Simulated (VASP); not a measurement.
# Pt (Cmcm) in VASP: a series of runs, part 2 of 3

VASP 6.6.1. Earlier steps stand in the parts before.

### Step 3. Single point, PBEsol (strain -0.0200 x Voigt [1, -1, 0, 0, 0, 0])

Input file INCAR:

```
PREC     = Accurate       # precision mode
ENCUT    = 520            # plane-wave cutoff, eV
EDIFF    = 1E-7           # SCF threshold, eV
ISMEAR   = 0              # smearing method
SIGMA    = 0.15           # smearing width, eV
LREAL    = False          # projectors in reciprocal space
LASPH    = True           # aspherical terms in the spheres
NELM     = 100            # most SCF steps
ALGO     = Fast           # electronic algorithm
ISIF     = 2              # what is computed and relaxed
LWAVE    = False          # write WAVECAR
LCHARG   = False          # write CHGCAR
GGA      = PS             # functional
NBANDS   = 17             # bands
```

Input file KPOINTS:

```
regular mesh
0
Gamma
  18 18 10
```

Input file POSCAR:

```
Pt
1.0
    2.7054523035      0.0000000000      0.0000000000
   -1.3527261517      2.4386226857      0.0000000000
    0.0000000000      0.0000000000      4.7921340000
Pt
2
Direct
    0.6666666667      0.3333333333      0.7500000000
    0.3333333333      0.6666666667      0.2500000000
```

Potentials or basis: VASP PAW PBE potentials, release 64 (Pt).

On the command line:

```bash
$ cat potpaw_PBE.64/Pt/POTCAR > POTCAR
$ mpirun -np 1 vasp_std > vasp.out
```

OUTCAR:

```text
PREC = Accurate
   ENCUT = 520
   EDIFF = 1E-7
   ISMEAR = 0
   LREAL = False
   LASPH = True
   NELM = 100
   ISIF = 2
   GGA = PS

 ion  position               nearest neighbor table
   1  0.667  0.333  0.750-   2 2.87   2 2.87   2 2.87   2 2.87   2 2.90   2 2.90
   2  0.333  0.667  0.250-   1 2.87   1 2.87   1 2.87   1 2.87   1 2.90   1 2.90

  LATTYP: Found a base centered orthorhombic cell.
 ALAT       =     2.7054523035
 B/A-ratio  =     1.8027467589
 C/A-ratio  =     1.7712875565

  Lattice vectors:

 A1 = (   1.3527261517,  -2.4386226857,   0.0000000000)
 A2 = (   1.3527261518,   2.4386226857,   0.0000000000)
 A3 = (   0.0000000000,   0.0000000000,   4.7921340000)

Analysis of symmetry for initial positions (statically):
=====================================================================
 Subroutine PRICEL returns:
 Original cell was already a primitive cell.

 Routine SETGRP: Setting up the symmetry group for a
 base centered orthorhombic supercell.

 Subroutine GETGRP returns: Found  8 space group operations
 (whereof  4 operations were pure point group operations)
 out of a pool of  8 trial point group operations.

The static configuration has the point symmetry C_2h.
 The point group associated with its full space group is D_2h.

Analysis of symmetry for dynamics (positions and initial velocities):
=====================================================================
 Subroutine PRICEL returns:
 Original cell was already a primitive cell.

 Routine SETGRP: Setting up the symmetry group for a
 base centered orthorhombic supercell.

 Subroutine GETGRP returns: Found  8 space group operations
 (whereof  4 operations were pure point group operations)
 out of a pool of  8 trial point group operations.

The dynamic configuration has the point symmetry C_2h.
 The point group associated with its full space group is D_2h.

 Subroutine INISYM returns: Found  8 space group operations
 (whereof  4 operations are pure point group operations),
 and found     1 'primitive' translations

----------------------------------------------------------------------------------------

                                     Primitive cell

  volume of cell :      31.6165

  direct lattice vectors                    reciprocal lattice vectors
     2.705452303  0.000000000  0.000000000     0.369623962  0.205033769  0.000000000
    -1.352726152  2.438622686  0.000000000     0.000000000  0.410067538  0.000000000
     0.000000000  0.000000000  4.792134000     0.000000000  0.000000000  0.208675300

  length of vectors
     2.705452303  2.788682242  4.792134000     0.422682765  0.410067538  0.208675300

  position of ions in fractional coordinates (direct lattice)
     0.666666667  0.333333333  0.750000000
     0.333333333  0.666666667  0.250000000

  ion indices of the primitive-cell ions
   primitive index   ion index
                 1           1
                 2           2

----------------------------------------------------------------------------------------

 KPOINTS: regular mesh

Automatic generation of k-mesh.
 Grid dimensions read from file:
 generate k-points for:   18   18   10

 Generating k-lattice:

  Cartesian coordinates                     Fractional coordinates (reciprocal lattice)
     0.020534665  0.011390765  0.000000000     0.055555556 -0.000000000  0.000000000
     0.000000000  0.022781530  0.000000000     0.000000000  0.055555556  0.000000000
     0.000000000  0.000000000  0.020867530     0.000000000  0.000000000  0.100000000

  Length of vectors
     0.023482376  0.022781530  0.020867530

  Shift w.r.t. Gamma in fractional coordinates (k-lattice)
     0.000000000  0.000000000  0.000000000

 Subroutine IBZKPT returns following result:
 ===========================================

 Found    546 irreducible k-points:

 Following reciprocal coordinates:
            Coordinates               Weight
  0.000000  0.000000  0.000000      1.000000
  0.055556  0.000000  0.000000      4.000000
  0.111111  0.000000  0.000000      4.000000
  0.166667  0.000000  0.000000      4.000000
  0.222222  0.000000  0.000000      4.000000
  0.277778 -0.000000  0.000000      4.000000
[... 16 lines left out ...]
 -0.333333  0.055556  0.000000      4.000000
 -0.277778  0.055556  0.000000      4.000000
 [... further k-points ...]
   k-points           NKPTS =    546   k-points in BZ     NKDIM =    546   number of bands    NBANDS=     17
   number of dos      NEDOS =    301   number of ions     NIONS =      2
   total plane-waves  NPLWV =  17280
   dimension x,y,z NGX =    20 NGY =   24 NGZ =   36
   dimension x,y,z NGXF=    40 NGYF=   48 NGZF=   72
   ions per type =               2
   NGX,Y,Z   is equivalent  to a cutoff of  12.29, 14.31, 12.49 a.u.
   NGXF,Y,Z  is equivalent  to a cutoff of  24.58, 28.61, 24.98 a.u.
 SYSTEM =  unknown system
   PREC   = accura    normal or accurate (medium, high low for compatibility)
   ISTART =      0    job   : 0-new  1-cont  2-samecut
   ICHARG =      2    charge: 1-file 2-atom 10-const
   ISPIN  =      1    spin polarized calculation?
   LNONCOLLINEAR =      F non collinear calculations
   LSORBIT =      F    spin-orbit coupling
   LASPH  =      T    aspherical Exc in radial PAW
   ENCUT  =  520.0 eV  38.22 Ry    6.18 a.u.   5.03  5.19  8.91*2*pi/ulx,y,z
   NELM   =    100;   NELMIN=  2; NELMDL= -5     # of ELM steps
   EDIFF  = 0.1E-06   stopping-criterion for ELM
   LREAL  =      F    real-space projection
   EDIFFG = 0.1E-05   stopping-criterion for IOM
   NSW    =      0    number of steps for IOM
   IBRION =     -1    ionic relax: 0-MD 1-quasi-New 2-CG
   NFREE  =      0    steps in history (QN), initial steepest desc. (CG)
   ISIF   =      2    stress and relaxation
   ISYM   =      2    0-nonsym 1-usesym 2-fastsym
   POTIM  = 0.5000    time-step for ionic-motion
   TEBEG  =    0.0;   TEEND  =   0.0 temperature during run
   PSTRESS=    0.0 pullay stress
   NELECT =      20.0000    total number of electrons
   NUPDOWN=      -1.0000    fix difference up-down
   EMIN   =  10.00;   EMAX   =-10.00  energy-range for DOS
   EFERMI =   0.00;   METHOD = LEGACY
   ISMEAR =     0;   SIGMA  =   0.15  broadening in eV -4-tet -1-fermi 0-gaus
   EFERMI_NEDOS =   21; number of points for ismear=-14 and -15
   IALGO  =     68    algorithm
   IMIX   =      4    mixing-type and parameters
     AMIX     =   0.40;   BMIX     =  1.00
     AMIX_MAG =   1.60;   BMIX_MAG =  1.00
  volume/ion in A,a.u.               =      15.81       106.68
  Fermi-wavevector in a.u.,A,eV,Ry     =   1.405337  2.655701 26.871110  1.974971
  Thomas-Fermi vector in A             =   2.527808
   LORBIT       =      0    0 simple, 1 ext, 2 COOP (PROOUT), +10 PAW based schemes
   GGA     = PS    functional components
   LHFCALC =     F    Hartree Fock is set to
   AEXX    =    0.0000 exact exchange contribution
   IVDW    =     0    specifies the selected vdW correction
   LEPSILON=     F    determine dielectric tensor
   LRPA    =     F    only Hartree local field effects (RPA)
 non-spin polarized calculation
 RMM-DIIS sequential band-by-band and
 Gauss-broadening in eV      SIGMA  =   0.15
  energy-cutoff  :      520.00
  volume of cell :       31.62
 maximum number of plane-waves:       866
   NGX =  9   NGY = 11   NGZ = 17

 number of electron      20.0000000 magnetization

 Free energy of the ion-electron system (eV)
  ---------------------------------------------------
  ext. energy  EPLUGINS =         0.00000000
  ---------------------------------------------------
  free energy    TOTEN  =       -13.75360084 eV

  energy without entropy =      -13.71028055  energy(sigma->0) =      -13.73194069

 E-fermi :  10.1829     XC(G=0): -13.3447

 val. band max:       10.1822689114   @ k =   0.0556   0.2222   0.0000
 cond. band min:      10.1834044202   @ k =   0.2222   0.1111   0.5000
 fundamental gap:      0.0011355089
 Fermi energy:        10.1829131823

 k-point     1 :       0.0000    0.0000    0.0000
  band No.  band energies     occupation
      1       0.4332      2.00000
      2       3.0976      2.00000
      3       6.2256      2.00000
      4       6.4215      2.00000
      5       6.8182      2.00000
      6       7.1208      2.00000
[... 9 lines left out ...]
     16      27.4495      0.00000
     17      30.7952      0.00000
[... 443 lines left out ...]
      1       2.5441      2.00000
      2       4.5127      2.00000
      3       5.7986      2.00000
      4       6.0246      2.00000
      5       6.4735      2.00000
      6       7.2598      2.00000
[... 9 lines left out ...]
     16      26.2987      0.00000
     17      28.4883      0.00000

 [... further k-points ...]

------------------------ aborting loop because EDIFF is reached ----------------------------------------

  FORCE on cell =-STRESS in cart. coord.  units (eV):
  Direction    XX          YY          ZZ          XY          YZ          ZX
  --------------------------------------------------------------------------------------
  -------------------------------------------------------------------------------------
  Total       -1.1477860     -2.9499440     -2.2602310     -0.0000000     -0.0000000      0.0000000
  in kB      -58.1645096   -149.4895751   -114.5380972     -0.0000000     -0.0000000      0.0000000
  external PRESSURE =    -107.3973940 kB  Pullay stress =       0.0000000 kB

 VOLUME and BASIS-vectors are now :
 -----------------------------------------------------------------------------
  energy-cutoff  :      520.00
  volume of cell :       31.62
      direct lattice vectors                 reciprocal lattice vectors
     2.705452303  0.000000000  0.000000000     0.369623962  0.205033769  0.000000000
    -1.352726152  2.438622686  0.000000000     0.000000000  0.410067538  0.000000000
     0.000000000  0.000000000  4.792134000     0.000000000  0.000000000  0.208675300

 POSITION                                       TOTAL-FORCE (eV/Angst)
 -----------------------------------------------------------------------------------
      1.35273      0.81287      3.59410        -0.000000     -0.005960     -0.000000
     -0.00000      1.62575      1.19803         0.000000      0.005960      0.000000
 -----------------------------------------------------------------------------------
    total drift:                                0.000000     -0.000000      0.000000

  FREE ENERGIE OF THE ION-ELECTRON SYSTEM (eV)
  ---------------------------------------------------
  free  energy   TOTEN  =       -13.7536008415 eV

  energy  without entropy=      -13.7102805458  energy(sigma->0) =      -13.73194069
```

Wall time 2.2 min (1 thread of AMD EPYC 9R45 (Zen 5), shared host); peak memory 0.31 GiB.

What came out:

| Quantity | Value |
| --- | --- |
| Free energy | -13.7536 eV |
| Pressure | -10.7 GPa |
| Largest force | 0.006 eV/Å |
| Band gap on the k mesh | zero (bands 10 and 11 overlap by 1.25 eV) |

Forces in eV/Å, atoms in the order of the input:
```
Pt   0.000 -0.006  0.000
Pt   0.000  0.006  0.000
```

Caveat: the cell differs from its parent crystal (strain -0.0200 x Voigt [1, -1, 0, 0, 0, 0]); the stress differs along the axes, from -15 to -6 GPa; the PAW data sets were made with another functional, which shifts forces and pressure a little; spin-orbit coupling is left out, which moves the levels of the heavy elements.

### Step 4. Single point, PBEsol (strain +0.0100 x Voigt [1, -1, 0, 0, 0, 0])

Input file INCAR:

```
SYSTEM = Pt
PREC = Accurate
ENCUT = 520
EDIFF = 1E-6
ISMEAR = 0
SIGMA = 0.15
LREAL = .FALSE.
LASPH = .TRUE.
NELM = 100
ALGO = Fast
ISIF = 2
LWAVE = .FALSE.
LCHARG = .FALSE.
GGA = PS
NBANDS = 17
```

Input file KPOINTS:

```
regular mesh
0
G
  18 18 10
  0 0 0
```

Input file POSCAR:

```
Pt
1.0
    2.7882722719      0.0000000000      0.0000000000
   -1.3941361360      2.3668984891      0.0000000000
    0.0000000000      0.0000000000      4.7921340000
Pt
2
Direct
    0.6666666667      0.3333333333      0.7500000000
    0.3333333333      0.6666666667      0.2500000000
```

Potentials or basis: VASP PAW PBE potentials, release 64 (Pt).

On the command line:

```bash
$ cat potpaw_PBE.64/Pt/POTCAR > POTCAR
$ mpirun -np 1 vasp_std > vasp.out
```

OUTCAR:

```text
SYSTEM = Pt
   PREC = Accurate
   ENCUT = 520
   EDIFF = 1E-6
   ISMEAR = 0
   LREAL = .FALSE.
   LASPH = .TRUE.
   NELM = 100
   ISIF = 2
   GGA = PS

 ion  position               nearest neighbor table
   1  0.667  0.333  0.750-   2 2.87   2 2.87   2 2.88   2 2.88   2 2.88   2 2.88
   2  0.333  0.667  0.250-   1 2.87   1 2.87   1 2.88   1 2.88   1 2.88   1 2.88

  Warning from LATTYP: Monoclinic adjustment (A1->A3, A2->A1, A3->A2)!
  LATTYP: Found a base centered orthorhombic cell.
 ALAT       =     2.7882722719
 B/A-ratio  =     1.6977527718
 C/A-ratio  =     1.7186750549

  Lattice vectors:

 A1 = (   1.3941361360,  -2.3668984891,   0.0000000000)
 A2 = (   1.3941361359,   2.3668984891,   0.0000000000)
 A3 = (   0.0000000000,   0.0000000000,   4.7921340000)

Analysis of symmetry for initial positions (statically):
=====================================================================
 Subroutine PRICEL returns:
 Original cell was already a primitive cell.

 Routine SETGRP: Setting up the symmetry group for a
 base centered orthorhombic supercell.

 Subroutine GETGRP returns: Found  8 space group operations
 (whereof  4 operations were pure point group operations)
 out of a pool of  8 trial point group operations.

[... 167 lines left out ...]

 val. band max:       10.1777936646   @ k =   0.2778   0.1111   0.4000
 cond. band min:      10.1801392618   @ k =  -0.4444   0.0556   0.1000
 fundamental gap:      0.0023455972
 Fermi energy:        10.1791850162

 k-point     1 :       0.0000    0.0000    0.0000
  band No.  band energies     occupation
      1       0.4309      2.00000
      2       3.0978      2.00000
      3       6.2387      2.00000
      4       6.5860      2.00000
      5       6.9378      2.00000
      6       6.9610      2.00000
[... 457 lines left out ...]
      4       5.9207      2.00000
      5       6.3202      2.00000
      6       7.3952      2.00000
[... 9 lines left out ...]
     16      26.3555      0.00000
     17      28.4386      0.00000

 [... further k-points ...]

------------------------ aborting loop because EDIFF is reached ----------------------------------------

  FORCE on cell =-STRESS in cart. coord.  units (eV):
  Direction    XX          YY          ZZ          XY          YZ          ZX
  --------------------------------------------------------------------------------------
  -------------------------------------------------------------------------------------
  Total       -2.5610620     -1.7659275     -2.2324884      0.0000000      0.0000000      0.0000000
  in kB     -129.7438865    -89.4622229   -113.0982882      0.0000000      0.0000000      0.0000000
  external PRESSURE =    -110.7681326 kB  Pullay stress =       0.0000000 kB

 VOLUME and BASIS-vectors are now :
 -----------------------------------------------------------------------------
  energy-cutoff  :      520.00
  volume of cell :       31.63
      direct lattice vectors                 reciprocal lattice vectors
     2.788272272  0.000000000  0.000000000     0.358645033  0.211246913  0.000000000
    -1.394136136  2.366898489  0.000000000     0.000000000  0.422493827  0.000000000
     0.000000000  0.000000000  4.792134000     0.000000000  0.000000000  0.208675300

 POSITION                                       TOTAL-FORCE (eV/Angst)
 -----------------------------------------------------------------------------------
      1.39414      0.78897      3.59410        -0.000000      0.006132      0.000000
     -0.00000      1.57793      1.19803         0.000000     -0.006132      0.000000
 -----------------------------------------------------------------------------------
    total drift:                               -0.000000      0.000000     -0.000000

  FREE ENERGIE OF THE ION-ELECTRON SYSTEM (eV)
  ---------------------------------------------------
  free  energy   TOTEN  =       -13.7665421479 eV

  energy  without entropy=      -13.7233906999  energy(sigma->0) =      -13.74496642
```

stdout:

```text
POSCAR found type information on POSCAR Pt
 POSCAR found :  1 types and       2 ions
 scaLAPACK will be used
 -----------------------------------------------------------------------------
|                                                                             |
|                                                                             |
|     You enforced a specific xc type in the INCAR file but a different       |
|     I HOPE YOU KNOW WHAT YOU ARE DOING!                                     |
|                                                                             |
 -----------------------------------------------------------------------------

 LDA part: xc-table for (Slater+PW92), standard interpolation
 POSCAR, INCAR and KPOINTS ok, starting setup
 FFT: planning ... GRIDC
 FFT: planning ... GRID_SOFT
 FFT: planning ... GRID
 WAVECAR not read
 entering main loop
```

It took 2 min on 1 thread of AMD EPYC 9R45 (Zen 5), shared host; peak memory 0.31 GiB.

Results:

```
Free energy            : -13.7665 eV
Pressure               : -11.1 GPa
Largest force          : 0.006 eV/Å
Band gap on the k mesh : zero (bands 10 and 11 overlap by 1.28 eV)
```

Forces in eV/Å, atoms in the order of the input:
```
Pt   0.000  0.006  0.000
Pt   0.000 -0.006  0.000
```

Caveat: the cell differs from its parent crystal (strain +0.0100 x Voigt [1, -1, 0, 0, 0, 0]); the cell stands under tension; the PAW data sets were made with another functional, which shifts forces and pressure a little; spin-orbit coupling is left out, which moves the levels of the heavy elements.

(Part 2 of 3 ends here.)
